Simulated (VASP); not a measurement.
# ZnSe in VASP: a series of runs

The runs below take ZnSe through single point, with PBEsol.

All numbers are computed with VASP 6.6.1; they aren't measurements. Logs are shortened: lines on timing, memory, paths and dates and some standing lists are left out, and cuts for length are marked.

## Step 1: The cell of the first run

It takes space group F-43m (No. 216, cubic). The conventional cell has a = 5.633 Å, b = 5.633 Å, c = 5.633 Å, α = 90.00°, β = 90.00°, γ = 90.00°. Within 3.2 Å of Zn (site symmetry -43m) lie 4 Se at 2.44 Å. Se (site symmetry -43m) has 4 Zn at 2.44 Å within 3.2 Å.

## Step 2: Single point, PBEsol

File INCAR:

```
SYSTEM = ZnSe
  ALGO = Normal
  EDIFF = 1E-6
  ENCUT = 520
  GGA = PS
  ISIF = 2
  ISMEAR = 0
  LASPH = .TRUE.
  LCHARG = .FALSE.
  LREAL = .FALSE.
  LWAVE = .FALSE.
  NBANDS = 26
  NELM = 80
  PREC = Accurate
  SIGMA = 0.02
```

File KPOINTS:

```
k-points
0
G
  8 8 6
  0 0 0
```

File POSCAR:

```
ZnSe
1.0
    2.8166236776      2.8166236776      0.0000000000
   -2.8166236776      2.8166236776      0.0000000000
    0.0000000000      0.0000000000      5.6332473552
Zn Se
2 2
Direct
    0.0000000000      0.0000000000      0.0000000000
    0.5000000000      0.5000000000      0.5000000000
    0.5000000000      0.0000000000      0.2500000000
    0.0000000000      0.5000000000      0.7500000000
```

Potentials or basis: VASP PAW PBE potentials, release 64 (Zn, Se).

Launch:

```
$ cat potpaw_PBE.64/Zn/POTCAR potpaw_PBE.64/Se/POTCAR > POTCAR
$ mpirun -np 1 vasp_std > vasp.out
```

OUTCAR:

```text
SYSTEM = ZnSe
   EDIFF = 1E-6
   ENCUT = 520
   GGA = PS
   ISIF = 2
   ISMEAR = 0
   LASPH = .TRUE.
   LREAL = .FALSE.
   NELM = 80
   PREC = Accurate

 ion  position               nearest neighbor table
   1  0.000  0.000  0.000-   3 2.44   4 2.44   4 2.44   3 2.44
   2  0.500  0.500  0.500-   3 2.44   4 2.44   3 2.44   4 2.44
   3  0.500  0.000  0.250-   1 2.44   2 2.44   2 2.44   1 2.44
   4  0.000  0.500  0.750-   1 2.44   2 2.44   1 2.44   2 2.44

  LATTYP: Found a simple tetragonal cell.
 ALAT       =     3.9833074050
 C/A-ratio  =     1.4142135624

  Lattice vectors:

 A1 = (   2.8166236776,   2.8166236776,   0.0000000000)
 A2 = (  -2.8166236776,   2.8166236776,   0.0000000000)
 A3 = (   0.0000000000,   0.0000000000,   5.6332473552)

Analysis of symmetry for initial positions (statically):
=====================================================================
 Subroutine PRICEL returns following result:

  LATTYP: Found a face centered cubic cell.
 ALAT       =     5.6332473552

  Lattice vectors:

 A1 = (   0.0000000000,  -2.8166236776,  -2.8166236776)
 A2 = (   2.8166236776,   0.0000000000,  -2.8166236776)
 A3 = (   2.8166236776,  -2.8166236776,  -0.0000000000)

   2 primitive cells build up your supercell.

 Routine SETGRP: Setting up the symmetry group for a
 simple tetragonal supercell.

 Subroutine GETGRP returns: Found  8 space group operations
 (whereof  8 operations were pure point group operations)
 out of a pool of 16 trial point group operations.

The static configuration has the point symmetry D_2d.

Analysis of symmetry for dynamics (positions and initial velocities):
=====================================================================
 Subroutine PRICEL returns following result:

  LATTYP: Found a face centered cubic cell.
 ALAT       =     5.6332473552

  Lattice vectors:

 A1 = (   0.0000000000,  -2.8166236776,  -2.8166236776)
 A2 = (   2.8166236776,   0.0000000000,  -2.8166236776)
 A3 = (   2.8166236776,  -2.8166236776,  -0.0000000000)

   2 primitive cells build up your supercell.

 Routine SETGRP: Setting up the symmetry group for a
 simple tetragonal supercell.

 Subroutine GETGRP returns: Found  8 space group operations
 (whereof  8 operations were pure point group operations)
 out of a pool of 16 trial point group operations.

The dynamic configuration has the point symmetry D_2d.

[... 90 lines left out ...]
   ISTART =      0    job   : 0-new  1-cont  2-samecut
   ICHARG =      2    charge: 1-file 2-atom 10-const
   ISPIN  =      1    spin polarized calculation?
   LNONCOLLINEAR =      F non collinear calculations
   LSORBIT =      F    spin-orbit coupling
   LASPH  =      T    aspherical Exc in radial PAW
   ENCUT  =  520.0 eV  38.22 Ry    6.18 a.u.   7.41  7.41 10.47*2*pi/ulx,y,z
   NELM   =     80;   NELMIN=  2; NELMDL= -5     # of ELM steps
   EDIFF  = 0.1E-05   stopping-criterion for ELM
   LREAL  =      F    real-space projection
   EDIFFG = 0.1E-04   stopping-criterion for IOM
   NSW    =      0    number of steps for IOM
   IBRION =     -1    ionic relax: 0-MD 1-quasi-New 2-CG
   NFREE  =      0    steps in history (QN), initial steepest desc. (CG)
   ISIF   =      2    stress and relaxation
   ISYM   =      2    0-nonsym 1-usesym 2-fastsym
   POTIM  = 0.5000    time-step for ionic-motion
   TEBEG  =    0.0;   TEEND  =   0.0 temperature during run
   PSTRESS=    0.0 pullay stress
   NELECT =      36.0000    total number of electrons
   NUPDOWN=      -1.0000    fix difference up-down
   EMIN   =  10.00;   EMAX   =-10.00  energy-range for DOS
   EFERMI =   0.00;   METHOD = LEGACY
   ISMEAR =     0;   SIGMA  =   0.02  broadening in eV -4-tet -1-fermi 0-gaus
   EFERMI_NEDOS =   21; number of points for ismear=-14 and -15
   IALGO  =     38    algorithm
   IMIX   =      4    mixing-type and parameters
     AMIX     =   0.40;   BMIX     =  1.00
     AMIX_MAG =   1.60;   BMIX_MAG =  1.00
  volume/ion in A,a.u.               =      22.35       150.79
  Fermi-wavevector in a.u.,A,eV,Ry     =   1.209002  2.284682 19.887427  1.461685
  Thomas-Fermi vector in A             =   2.344592
   LORBIT       =      0    0 simple, 1 ext, 2 COOP (PROOUT), +10 PAW based schemes
   GGA     = PS    functional components
   LHFCALC =     F    Hartree Fock is set to
   AEXX    =    0.0000 exact exchange contribution
   IVDW    =     0    specifies the selected vdW correction
   LEPSILON=     F    determine dielectric tensor
   LRPA    =     F    only Hartree local field effects (RPA)
 non-spin polarized calculation
 Gauss-broadening in eV      SIGMA  =   0.02
  energy-cutoff  :      520.00
  volume of cell :       89.38
 maximum number of plane-waves:      2437
 NGX is ok and might be reduce to    30
   NGX = 15   NGY = 15   NGZ = 21

 number of electron      36.0000068 magnetization

 Free energy of the ion-electron system (eV)
  ---------------------------------------------------
  ext. energy  EPLUGINS =         0.00000000
  ---------------------------------------------------
  free energy    TOTEN  =       -13.54755776 eV

  energy without entropy =      -13.54755776  energy(sigma->0) =      -13.54755776

 E-fermi :   1.7800     XC(G=0):  -9.6096

 val. band max:        1.6457189667   @ k =   0.0000   0.0000   0.0000
 cond. band min:       2.8892691666   @ k =   0.0000   0.0000   0.0000
 fundamental gap:      1.2435501999
 Fermi energy:         1.7800222164

 k-point     1 :       0.0000    0.0000    0.0000
  band No.  band energies     occupation
      1     -11.7597      2.00000
      2     -10.6481      2.00000
      3      -4.9795      2.00000
      4      -4.9795      2.00000
      5      -4.9795      2.00000
      6      -4.9675      2.00000
[... 685 lines left out ...]
     25       9.6578      0.00000
     26       9.6578      0.00000

 [... further k-points ...]
[... 5 lines left out ...]
  --------------------------------------------------------------------------------------
  -------------------------------------------------------------------------------------
  Total        0.1745547      0.1745547      0.1672636      0.0000000      0.0000000      0.0000000
  in kB        3.1289288      3.1289288      2.9982350      0.0000000      0.0000000      0.0000000
  external PRESSURE =       3.0853642 kB  Pullay stress =       0.0000000 kB

 VOLUME and BASIS-vectors are now :
 -----------------------------------------------------------------------------
  energy-cutoff  :      520.00
  volume of cell :       89.38
      direct lattice vectors                 reciprocal lattice vectors
     2.816623678  2.816623678  0.000000000     0.177517502  0.177517502  0.000000000
    -2.816623678  2.816623678  0.000000000    -0.177517502  0.177517502  0.000000000
     0.000000000  0.000000000  5.633247355     0.000000000  0.000000000  0.177517502

 POSITION                                       TOTAL-FORCE (eV/Angst)
 -----------------------------------------------------------------------------------
      0.00000      0.00000      0.00000        -0.000000     -0.000000      0.000000
      0.00000      2.81662      2.81662        -0.000000     -0.000000     -0.000000
      1.40831      1.40831      1.40831         0.000000      0.000000      0.000000
     -1.40831      1.40831      4.22494         0.000000      0.000000      0.000000
 -----------------------------------------------------------------------------------
    total drift:                               -0.000000      0.000000      0.000000

  FREE ENERGIE OF THE ION-ELECTRON SYSTEM (eV)
  ---------------------------------------------------
  free  energy   TOTEN  =       -13.5475577647 eV

  energy  without entropy=      -13.5475577647  energy(sigma->0) =      -13.54755776
```

Wall time 2.4 min (1 thread of AMD EPYC 7R13, shared host); peak memory 0.23 GiB.

Results:

- Free energy: -13.5476 eV
- Pressure: 0.3 GPa
- Band gap on the k mesh: 1.24 eV

Levels at points of the mesh, in eV from the valence-band top:
```tsv
k point	band 15	band 16	band 17	band 18	band 19	band 20	band 21	band 22
(0.00, 0.00, 0.00)	-2.28	0.00	0.00	0.00	1.24	2.80	3.37	5.73
(0.50, 0.00, 0.00)	-2.65	-2.65	-0.95	-0.95	4.11	4.11	6.29	6.29
(0.50, 0.50, 0.00)	-2.28	-2.28	-2.28	-2.28	2.80	2.80	3.37	3.37
(0.00, 0.00, 0.50)	-1.31	-1.31	-1.31	-1.31	3.82	3.82	3.97	3.97
(0.50, 0.00, 0.50)	-0.90	-0.90	-0.90	-0.90	2.48	2.48	6.30	6.30
(0.50, 0.50, 0.50)	-2.88	-2.88	-2.79	-2.79	5.36	5.36	5.60	5.60
```

Caveat: the PAW data sets were made with another functional, which shifts forces and pressure a little. Expect the measured gap to be larger: semilocal functionals such as PBEsol lack the derivative discontinuity.

## Step 3: Single point, PBEsol (equal strain along all axes, cell held: +2.0 %)

File INCAR:

```
  ALGO = Normal
  EDIFF = 1E-6
  ENCUT = 520
  GGA = PS
  ISIF = 2
  ISMEAR = 0
  LASPH = T
  LCHARG = F
  LREAL = F
  LWAVE = F
  NBANDS = 26
  NELM = 100
  PREC = Accurate
  SIGMA = 0.02
```

File KPOINTS:

```
k-points
0
Gamma
  8 8 6
```

File POSCAR:

```
ZnSe
1.0
    2.8729561512      2.8729561512      0.0000000000
   -2.8729561512      2.8729561512      0.0000000000
    0.0000000000      0.0000000000      5.7459123023
Zn Se
2 2
Direct
    0.0000000000      0.0000000000      0.0000000000
    0.5000000000      0.5000000000      0.5000000000
    0.5000000000      0.0000000000      0.2500000000
    0.0000000000      0.5000000000      0.7500000000
```

Potentials or basis: VASP PAW PBE potentials, release 64 (Zn, Se).

Launch:

```
$ cat potpaw_PBE.64/Zn/POTCAR potpaw_PBE.64/Se/POTCAR > POTCAR
$ mpirun -np 1 vasp_std > vasp.out
```

Wall time 2.6 min (1 thread of AMD EPYC 7R13, shared host); peak memory 0.25 GiB.

The run converged. Its results:

| Property | Result |
| --- | --- |
| Free energy | -13.4950 eV |
| Pressure | -3.1 GPa |
| Band gap on the k mesh | 1.01 eV |

Levels at points of the mesh, in eV from the valence-band top:
```csv
k point,band 15,band 16,band 17,band 18,band 19,band 20,band 21,band 22
"(0.00, 0.00, 0.00)",-2.06,0.00,0.00,0.00,1.01,2.93,3.37,5.74
"(0.50, 0.00, 0.00)",-2.42,-2.42,-0.86,-0.86,3.96,3.96,6.22,6.22
"(0.50, 0.50, 0.00)",-2.06,-2.06,-2.06,-2.06,2.93,2.93,3.37,3.37
"(0.00, 0.00, 0.50)",-1.18,-1.18,-1.18,-1.18,3.76,3.76,3.92,3.92
"(0.50, 0.00, 0.50)",-0.82,-0.82,-0.82,-0.82,2.38,2.38,6.31,6.31
"(0.50, 0.50, 0.50)",-2.63,-2.63,-2.52,-2.52,5.33,5.33,5.36,5.36
```

Caveat: the cell differs from its parent crystal (equal strain along all axes, cell held: +2.0 %); the PAW data sets were made with another functional, which shifts forces and pressure a little.

[end of part 1 of 2]
